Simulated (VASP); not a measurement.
A run of VASP 6.6.1:

The input POSCAR:

```
ZnNi
1.0
    2.9083000000      0.0000000000      0.0000000000
    0.0000000000      2.9083000000      0.0000000000
    0.0000000000      0.0000000000      2.9083000000
Zn Ni
1 1
Direct
    0.5000000000      0.5000000000      0.5000000000
    0.0000000000      0.0000000000      0.0000000000
```

INCAR.step1

```
SYSTEM = ZnNi
ALGO     = Normal         ! electronic algorithm
EDIFF    = 1E-4           ! SCF threshold, eV
ENCUT    = 600            ! plane-wave cutoff, eV
GGA      = PE             ! functional
ISMEAR   = 0              ! smearing method
ISPIN    = 2              ! spin polarisation
LASPH    = .True.         ! aspherical terms in the spheres
LCHARG   = .False.        ! write CHGCAR
LMAXMIX  = 4              ! l up to which the mixer works
LREAL    = .False.        ! projectors in reciprocal space
LWAVE    = .True.         ! write WAVECAR
MAGMOM   = 0 1.5          ! initial moments
NELM     = 150            ! most SCF steps
PREC     = Accurate       ! precision mode
SIGMA    = 0.05           ! smearing width, eV
```

The input INCAR.step2:

```
SYSTEM = ZnNi
ALGO     = Normal         ! electronic algorithm
EDIFF    = 1E-7           ! SCF threshold, eV
EDIFFG   = -0.02          ! ionic threshold
ENCUT    = 600            ! plane-wave cutoff, eV
IBRION   = 2              ! ionic algorithm
ISIF     = 8              ! what is computed and relaxed
ISMEAR   = 0              ! smearing method
ISPIN    = 2              ! spin polarisation
ISTART   = 1            
LASPH    = .True.         ! aspherical terms in the spheres
LCHARG   = .False.        ! write CHGCAR
LMAXMIX  = 4              ! l up to which the mixer works
LMIXTAU  = .True.       
LORBIT   = 11             ! projections on sites
LREAL    = .False.        ! projectors in reciprocal space
LWAVE    = .False.        ! write WAVECAR
MAGMOM   = 0 1.5          ! initial moments
METAGGA  = R2SCAN         ! meta-GGA
NELM     = 150            ! most SCF steps
NSW      = 80             ! ionic steps
PREC     = Accurate       ! precision mode
SIGMA    = 0.05           ! smearing width, eV
```

The input KPOINTS:

```
k-points
0
Gamma
  9 9 9
  0 0 0
```

Potentials or basis: VASP PAW PBE potentials, release 64 (Zn, Ni).

Launch:

```sh
$ cat potpaw_PBE.64/Zn/POTCAR potpaw_PBE.64/Ni/POTCAR > POTCAR
$ cp INCAR.step1 INCAR
$ mpirun -np 1 vasp_std > vasp.out
$ cp INCAR.step2 INCAR
$ mpirun -np 1 vasp_std > vasp.out
```

Hardware: 1 thread of Intel(R) Xeon(R) Platinum 8259CL CPU @ 2.50GHz (Skylake/Cascade Lake), with other jobs on the host.

Q: How long does it take, and how much memory?

A: Run time: 3 min on 1 thread of Intel(R) Xeon(R) Platinum 8259CL CPU @ 2.50GHz (Skylake/Cascade Lake), on a shared host, peak memory 0.18 GiB. Counts: k points 35, ion steps 3.
